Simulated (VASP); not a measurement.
# SrHgN (P-6m2) in VASP: further runs, part 2 of 2

VASP 6.6.1. The steps go on from the part before.

## Step 4: Relaxation of cell and atoms, PBE

This run uses another cell than the first one, of 21.44 Å³/atom.

Input file INCAR:

```
SYSTEM = SrHgN
PREC = Accurate
ENCUT = 600
EDIFF = 1E-7
ISMEAR = 0
SIGMA = 0.1
LREAL = .False.
LASPH = .True.
NELM = 100
ALGO = Normal
ISIF = 3
LWAVE = .False.
LCHARG = .False.
GGA = PE
IBRION = 2
NSW = 100
EDIFFG = -0.01
```

Input file KPOINTS:

```
regular mesh
0
Gamma
  12 12 12
  0 0 0
```

Input file POSCAR:

```
SrHgN
1.0
    4.2131904129      0.0000000000      0.0000000000
   -2.1065952065      3.6487299286      0.0000000000
    0.0000000000      0.0000000000      4.1830601533
Sr Hg N
1 1 1
Direct
    0.0000000000      0.0000000000      0.0000000000
    0.3333333333      0.6666666667      0.5000000000
    0.6666666667      0.3333333333      0.5000000000
```

Potentials or basis: VASP PAW PBE potentials, release 64 (Sr_sv, Hg, N).

Started as:

```bash
$ cat potpaw_PBE.64/Sr_sv/POTCAR potpaw_PBE.64/Hg/POTCAR potpaw_PBE.64/N/POTCAR > POTCAR
$ mpirun -np 1 vasp_std > vasp.out
```

OUTCAR:

```text
SYSTEM = SrHgN
   PREC = Accurate
   ENCUT = 600
   EDIFF = 1E-7
   ISMEAR = 0
   LREAL = .False.
   LASPH = .True.
   NELM = 100
   ISIF = 3
   GGA = PE
   IBRION = 2
   NSW = 100
   EDIFFG = -0.01

 ion  position               nearest neighbor table
   1  0.000  0.000  0.000-   2 3.21   3 3.21   2 3.21   3 3.21   3 3.21   3 3.21   2 3.21   2 3.21
                             3 3.21   3 3.21   2 3.21   2 3.21
   2  0.333  0.667  0.500-   3 2.43   3 2.43   3 2.43   1 3.21   1 3.21   1 3.21   1 3.21   1 3.21
                             1 3.21
   3  0.667  0.333  0.500-   2 2.43   2 2.43   2 2.43   1 3.21   1 3.21   1 3.21   1 3.21   1 3.21
                             1 3.21

  LATTYP: Found a hexagonal cell.
 ALAT       =     4.2131904129
 C/A-ratio  =     0.9928485882

  Lattice vectors:

 A1 = (   4.2131904129,   0.0000000000,   0.0000000000)
 A2 = (  -2.1065952065,   3.6487299286,   0.0000000000)
 A3 = (   0.0000000000,   0.0000000000,   4.1830601533)

Analysis of symmetry for initial positions (statically):
=====================================================================
 Subroutine PRICEL returns:
 Original cell was already a primitive cell.

 Routine SETGRP: Setting up the symmetry group for a
 hexagonal supercell.

 Subroutine GETGRP returns: Found 12 space group operations
 (whereof 12 operations were pure point group operations)
 out of a pool of 24 trial point group operations.

The static configuration has the point symmetry D_3h.

Analysis of symmetry for dynamics (positions and initial velocities):
=====================================================================
 Subroutine PRICEL returns:
 Original cell was already a primitive cell.

 Routine SETGRP: Setting up the symmetry group for a
 hexagonal supercell.

 Subroutine GETGRP returns: Found 12 space group operations
 (whereof 12 operations were pure point group operations)
 out of a pool of 24 trial point group operations.

The dynamic configuration has the point symmetry D_3h.

 Subroutine INISYM returns: Found 12 space group operations
 (whereof 12 operations are pure point group operations),
 and found     1 'primitive' translations

----------------------------------------------------------------------------------------

                                     Primitive cell

  volume of cell :      64.3053

  direct lattice vectors                    reciprocal lattice vectors
     4.213190413  0.000000000  0.000000000     0.237349823  0.137033984  0.000000000
    -2.106595207  3.648729929  0.000000000     0.000000000  0.274067969  0.000000000
     0.000000000  0.000000000  4.183060153     0.000000000  0.000000000  0.239059436

  length of vectors
     4.213190413  4.213190413  4.183060153     0.274067969  0.274067969  0.239059436

  position of ions in fractional coordinates (direct lattice)
     0.000000000  0.000000000  0.000000000
     0.333333333  0.666666667  0.500000000
     0.666666667  0.333333333  0.500000000

  ion indices of the primitive-cell ions
   primitive index   ion index
                 1           1
                 2           2
                 3           3

----------------------------------------------------------------------------------------

 KPOINTS: regular mesh
[... 30 lines left out ...]
  0.416667 -0.000000  0.000000      6.000000
[... 16 lines left out ...]
  0.250000 -0.000000  0.083333     12.000000
  0.333333 -0.000000  0.083333     12.000000
 [... further k-points ...]
   k-points           NKPTS =    133   k-points in BZ     NKDIM =    133   number of bands    NBANDS=     17
   number of dos      NEDOS =    301   number of ions     NIONS =      3
   total plane-waves  NPLWV =  46656
   dimension x,y,z NGX =    36 NGY =   36 NGZ =   36
   dimension x,y,z NGXF=    72 NGYF=   72 NGZF=   72
   ions per type =               1   1   1
   NGX,Y,Z   is equivalent  to a cutoff of  14.21, 14.21, 14.31 a.u.
   NGXF,Y,Z  is equivalent  to a cutoff of  28.41, 28.41, 28.61 a.u.
 SYSTEM =  SrHgN
   PREC   = accura    normal or accurate (medium, high low for compatibility)
   ISTART =      0    job   : 0-new  1-cont  2-samecut
   ICHARG =      2    charge: 1-file 2-atom 10-const
   ISPIN  =      1    spin polarized calculation?
   LNONCOLLINEAR =      F non collinear calculations
   LSORBIT =      F    spin-orbit coupling
   LASPH  =      T    aspherical Exc in radial PAW
   ENCUT  =  600.0 eV  44.10 Ry    6.64 a.u.   8.41  8.41  8.35*2*pi/ulx,y,z
   NELM   =    100;   NELMIN=  2; NELMDL= -5     # of ELM steps
   EDIFF  = 0.1E-06   stopping-criterion for ELM
   LREAL  =      F    real-space projection
   EDIFFG = -.1E-01   stopping-criterion for IOM
   NSW    =    100    number of steps for IOM
   IBRION =      2    ionic relax: 0-MD 1-quasi-New 2-CG
   NFREE  =      1    steps in history (QN), initial steepest desc. (CG)
   ISIF   =      3    stress and relaxation
   ISYM   =      2    0-nonsym 1-usesym 2-fastsym
   POTIM  = 0.5000    time-step for ionic-motion
   TEBEG  =    0.0;   TEEND  =   0.0 temperature during run
   PSTRESS=    0.0 pullay stress
   NELECT =      27.0000    total number of electrons
   NUPDOWN=      -1.0000    fix difference up-down
   EMIN   =  10.00;   EMAX   =-10.00  energy-range for DOS
   EFERMI =   0.00;   METHOD = LEGACY
   ISMEAR =     0;   SIGMA  =   0.10  broadening in eV -4-tet -1-fermi 0-gaus
   EFERMI_NEDOS =   21; number of points for ismear=-14 and -15
   IALGO  =     38    algorithm
   IMIX   =      4    mixing-type and parameters
     AMIX     =   0.40;   BMIX     =  1.00
     AMIX_MAG =   1.60;   BMIX_MAG =  1.00
  volume/ion in A,a.u.               =      21.44       144.65
  Fermi-wavevector in a.u.,A,eV,Ry     =   1.225878  2.316573 20.446508  1.502776
  Thomas-Fermi vector in A             =   2.360899
   LORBIT       =      0    0 simple, 1 ext, 2 COOP (PROOUT), +10 PAW based schemes
   GGA     = PE    functional components
   LHFCALC =     F    Hartree Fock is set to
   AEXX    =    0.0000 exact exchange contribution
   IVDW    =     0    specifies the selected vdW correction
   LEPSILON=     F    determine dielectric tensor
   LRPA    =     F    only Hartree local field effects (RPA)
 conjugate gradient relaxation of ions
 non-spin polarized calculation
 Gauss-broadening in eV      SIGMA  =   0.10
  energy-cutoff  :      600.00
  volume of cell :       64.31
 maximum number of plane-waves:      2173
 NGX is ok and might be reduce to    36
   NGX = 17   NGY = 17   NGZ = 17

--------------------------------------- Ionic step        1  -------------------------------------------

 number of electron      27.0000000 magnetization

 Free energy of the ion-electron system (eV)
  ---------------------------------------------------
  ext. energy  EPLUGINS =         0.00000000
  ---------------------------------------------------
  free energy    TOTEN  =        -9.22339763 eV

  energy without entropy =       -9.20977251  energy(sigma->0) =       -9.21658507

------------------------ aborting loop because EDIFF is reached ----------------------------------------

  FORCE on cell =-STRESS in cart. coord.  units (eV):
  Direction    XX          YY          ZZ          XY          YZ          ZX
  --------------------------------------------------------------------------------------
  -------------------------------------------------------------------------------------
  Total       -0.0745219     -0.0745219      0.0830800      0.0000000     -0.0000000      0.0000000
  in kB       -1.8567244     -1.8567244      2.0699524      0.0000000     -0.0000000      0.0000000
  external PRESSURE =      -0.5478321 kB  Pullay stress =       0.0000000 kB
[... 135 lines left out ...]
--------------------------------------- Ionic step        5  -------------------------------------------

 number of electron      27.0000000 magnetization

 Free energy of the ion-electron system (eV)
  ---------------------------------------------------
  ext. energy  EPLUGINS =         0.00000000
  ---------------------------------------------------
  free energy    TOTEN  =        -9.22375753 eV

  energy without entropy =       -9.21012412  energy(sigma->0) =       -9.21694082

 E-fermi :   3.4222     XC(G=0):  -9.9784

 val. band max:        3.4198143624   @ k =   0.2500   0.0833   0.0000
 cond. band min:       3.4249631786   @ k =   0.4167  -0.0000   0.0000
 fundamental gap:      0.0051488162
 Fermi energy:         3.4221954758

 k-point     1 :       0.0000    0.0000    0.0000
  band No.  band energies     occupation
      1     -32.3755      2.00000
      2     -14.3923      2.00000
      3     -14.3235      2.00000
      4     -14.3235      2.00000
      5     -10.1976      2.00000
      6      -4.3351      2.00000
[... 457 lines left out ...]
      4     -14.3562      2.00000
      5      -9.8465      2.00000
      6      -4.2773      2.00000
[... 9 lines left out ...]
     16       6.2936      0.00000
     17       6.5823      0.00000

 [... further k-points ...]
[... 5 lines left out ...]
  --------------------------------------------------------------------------------------
  -------------------------------------------------------------------------------------
  Total       -0.0005623     -0.0005623     -0.0000002      0.0000000      0.0000000      0.0000000
  in kB       -0.0140118     -0.0140118     -0.0000055      0.0000000      0.0000000      0.0000000
  external PRESSURE =      -0.0093431 kB  Pullay stress =       0.0000000 kB
[... 18 lines left out ...]
  FREE ENERGIE OF THE ION-ELECTRON SYSTEM (eV)
  ---------------------------------------------------
  free  energy   TOTEN  =        -9.2237575306 eV

  energy  without entropy=       -9.2101241161  energy(sigma->0) =       -9.21694082

 reached required accuracy - stopping structural energy minimisation
```

CONTCAR:

```text
SrHgN
   1.00000000000000
     4.2034272426578418    0.0000000000001340    0.0000000000000000
    -2.1017136213786887    3.6402747751484199    0.0000000000000000
     0.0000000000000000   -0.0000000000000000    4.2015926505281573
  Sr              Hg              N
     1     1     1
Direct
     1.0000000000000000    0.0000000000000000    0.0000000000000000
     0.3333333332999970    0.6666666667000030    0.5000000000000000
     0.6666666667000030    0.3333333332999970    0.5000000000000000

  0.00000000E+00  0.00000000E+00  0.00000000E+00
  0.00000000E+00  0.00000000E+00  0.00000000E+00
  0.00000000E+00  0.00000000E+00  0.00000000E+00
```

It took 6.8 min on 1 thread of AMD EPYC 9R45 (Zen 5), shared host; peak memory 0.34 GiB.

Results:

- Free energy: -9.2238 eV
- Relaxed volume: 21.43 Å³/atom
- Relaxed cell: a = 4.203 Å, b = 4.203 Å, c = 4.202 Å, α = 90.00°, β = 90.00°, γ = 120.00°
- Space group after relaxing (to 0.1 Å): P-6m2 (No. 187)
- Energy gained by relaxing: 0.1 meV/atom
- Ionic steps: 5
- Pressure after relaxing: 0.0 GPa
- Band gap on the k mesh: zero (an odd number of electrons rules out a gap without spin polarisation)

Step by step:
| step | energy change (eV) | largest force (eV/Å) | pressure (GPa) | volume (Å³) |
| --- | --- | --- | --- | --- |
| 1 | 0.0000 | 0.0000 | -0.05 | 64.31 |
| 2 | -0.0002 | 0.0000 | 0.02 | 64.24 |
| 3 | -0.0003 | 0.0000 | 0.09 | 64.17 |
| 4 | -0.0003 | 0.0000 | 0.10 | 64.16 |
| 5 | -0.0004 | 0.0000 | 0.00 | 64.29 |

Final structure:
```
CELL_PARAMETERS angstrom
4.20343 0.00000 0.00000
-2.10171 3.64027 0.00000
0.00000 0.00000 4.20159
ATOMIC_POSITIONS crystal
Sr 0.00000 0.00000 0.00000
Hg 0.33333 0.66667 0.50000
N 0.66667 0.33333 0.50000
```

Caveat: spin-orbit coupling is left out, which moves the levels of the heavy elements.

## Step 5: Summary

```tsv
task	cell	k mesh	cutoff (eV)	gap on the mesh (eV)	pressure (GPa)	relaxed volume (Å³/atom)
relaxation of cell and atoms	relaxed from a = 4.390, b = 4.390, c = 4.286 Å, angles 90.0, 90.0, 120.0°, 3 atoms	6 × 6 × 4	600	none	-0.2	21.49
single point	a = 4.191, b = 4.191, c = 4.202 Å, angles 90.0, 90.0, 120.0°, 3 atoms	12 × 12 × 12	520	none	0.4	-
relaxation of cell and atoms	relaxed from a = 4.213, b = 4.213, c = 4.183 Å, angles 90.0, 90.0, 120.0°, 3 atoms	12 × 12 × 12	600	none	0.0	21.43
```

Alike in all rows: level PBE; potentials or basis VASP PAW PBE potentials, release 64 (Sr_sv, Hg, N); no spin polarisation; smearing gaussian 0.1 eV.

Caveats: some runs use coarse meshes; spin-orbit coupling is left out, which moves the levels of the heavy elements.

Total energies depend on the potentials used, so only differences within one code and one set of settings carry meaning.

The gap in the log of VASP goes by the Fermi energy; the results here count the filled bands.